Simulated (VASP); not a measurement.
A run of VASP 6.6.1 is set up as follows.

The input INCAR:

```
PREC = Accurate
ENCUT = 520
EDIFF = 1E-6
ISMEAR = 0
SIGMA = 0.05
LREAL = False
LASPH = True
NELM = 100
ALGO = Normal
ISIF = 2
LWAVE = False
LCHARG = True
GGA = PS
LELF = True
LVHAR = True
NBANDS = 26
```

File KPOINTS:

```
regular mesh
0
Gamma
  8 8 6
```

POSCAR

```
ZnSe
1.0
    4.0878057515      0.0000000000      0.0000000000
    0.0000000000      4.0878057515      0.0000000000
    0.0000000000      0.0000000000      5.6133527882
Zn Se
2 2
Direct
    0.0000000000      0.0000000000      0.0000000000
    0.5000000000      0.5000000000      0.0000000000
    0.0000000000      0.5000000000      0.2319924411
    0.5000000000      0.0000000000      0.7680075589
```

Potentials or basis: VASP PAW PBE potentials, release 64 (Zn, Se).

Command:

```sh
$ cat potpaw_PBE.64/Zn/POTCAR potpaw_PBE.64/Se/POTCAR > POTCAR
$ mpirun -np 1 vasp_std > vasp.out
```

Q: What does it give for the pressure?

A: 5.2 GPa.

Q: Estimate the band gap on the k mesh.

A: 1.16 eV, direct.

Stress tensor (GPa, compression positive):
```
4.63 0.00 0.00
0.00 4.63 0.00
0.00 0.00 6.48
```

Caveat: the PAW data sets were made with another functional, which shifts forces and pressure a little. A k mesh can miss the band edges.
